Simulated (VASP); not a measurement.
Write the native input for VASP 6.6.1 that does the following.

- Task: relaxation of cell and atoms
- Functional: PBE
- Potentials or basis: VASP PAW PBE potentials, release 64 (Be, Zn, Te)
- Cutoff: 600 eV
- k mesh: 6 × 6 × 6
- Occupations: gaussian, width 0.02 eV
- Spin: no spin polarisation
- Dipole correction: no
- Further INCAR settings: ALGO = Normal; EDIFF = 1e-06; IBRION = 2; EDIFFG = -0.01; NSW = 100; ISIF = 3

The structure of BeZn3Te4 lies in POSCAR:

```
BeZn3Te4
1.0
    6.0482720000      0.0000000000      0.0000000000
    0.0000000000      6.0482720000      0.0000000000
    0.0000000000      0.0000000000      6.0482720000
Be Zn Te
1 3 4
Direct
    0.5000000000      0.5000000000      0.5000000000
    0.0000000000      0.0000000000      0.5000000000
    0.0000000000      0.5000000000      0.0000000000
    0.5000000000      0.0000000000      0.0000000000
    0.2623040000      0.2623040000      0.2623040000
    0.2623040000      0.7376960000      0.7376960000
    0.7376960000      0.2623040000      0.7376960000
    0.7376960000      0.7376960000      0.2623040000
```

These files were run (other wordings do the same):

INCAR

```
PREC = Accurate
ENCUT = 600
EDIFF = 1E-6
ISMEAR = 0
SIGMA = 0.02
LREAL = F
LASPH = T
NELM = 80
ALGO = Normal
ISIF = 3
LWAVE = F
LCHARG = F
GGA = PE
IBRION = 2
NSW = 100
EDIFFG = -0.01
```

KPOINTS

```
regular mesh
0
Gamma
  6 6 6
```

Potentials or basis: VASP PAW PBE potentials, release 64 (Be, Zn, Te).

Run with:

```console
$ cat potpaw_PBE.64/Be/POTCAR potpaw_PBE.64/Zn/POTCAR potpaw_PBE.64/Te/POTCAR > POTCAR
$ mpirun -np 1 vasp_std > vasp.out
```

Results of the run:

- Relaxed volume: 27.74 Å³/atom
- Relaxed cell: a = 6.054 Å, b = 6.054 Å, c = 6.054 Å, α = 90.00°, β = 90.00°, γ = 90.00°
- Space group after relaxing (to 0.1 Å): P-43m (No. 215)
- Energy gained by relaxing: 0.0 meV/atom
- Ionic steps: 2
- Pressure after relaxing: 0.0 GPa
- Largest force after relaxing: 0.009 eV/Å
- Band gap on the k mesh: 1.60 eV

Caveat: spin-orbit coupling is left out, which moves the levels of the heavy elements.

Wall time 3.4 min on 1 thread of AMD EPYC 7R43 64-Core Processor (Zen 3), on a shared host, peak memory 0.42 GiB.
